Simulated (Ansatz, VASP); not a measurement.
**Two plane-wave programs on Si2W**

```xyz
3
Lattice="-1.6069 1.6069 3.9150 1.6069 -1.6069 3.9150 1.6069 1.6069 -3.9150" Properties=species:S:1:pos:R:3 pbc="T T T"
Si    0.0000    0.0000    2.7760
Si    0.0000    0.0000    5.0539
W     0.0000    0.0000    0.0000
```

Change from the starting cell: shortest bond scaled by 0.88, PAW files.

Alike in both runs: task electric field gradients; functional PBEsol; k mesh 13 × 13 × 13; occupations fermi-dirac, width 0.05 eV; no spin polarisation.

|  | VASP | Ansatz |
| --- | --- | --- |
| version | VASP 6.6.1 | Ansatz 0.2.0 |
| potentials or method | VASP PAW PBE potentials, release 64 (Si, W_sv) | PAW with Ansatz's default frozen-core files, scalar-relativistic |
| plane-wave cutoff (eV) | 520 | 420 |
| valence electrons in the cell | 22 | 22 |

VASP gave:

```
pressure (GPa)                                                : 6.9
traceless stress, the component that is largest in VASP (GPa) : 6.97
rms of the force components (eV/Å)                            : 1.903
size of Vzz on the site where it differs most (V/Å²)          : 140.7
```

Task: Estimate Ansatz's values.

Result: Pressure (GPa): 6.6; traceless stress, the component that is largest in VASP (GPa): 7.10; rms of the force components (eV/Å): 1.897; size of Vzz on the site where it differs most (V/Å²): 197.9.

VASP's potentials were made for PBE, not for PBEsol. Atom by atom the forces differ by 0.006 eV/Å (rms over components).

Spin-orbit coupling is off throughout.
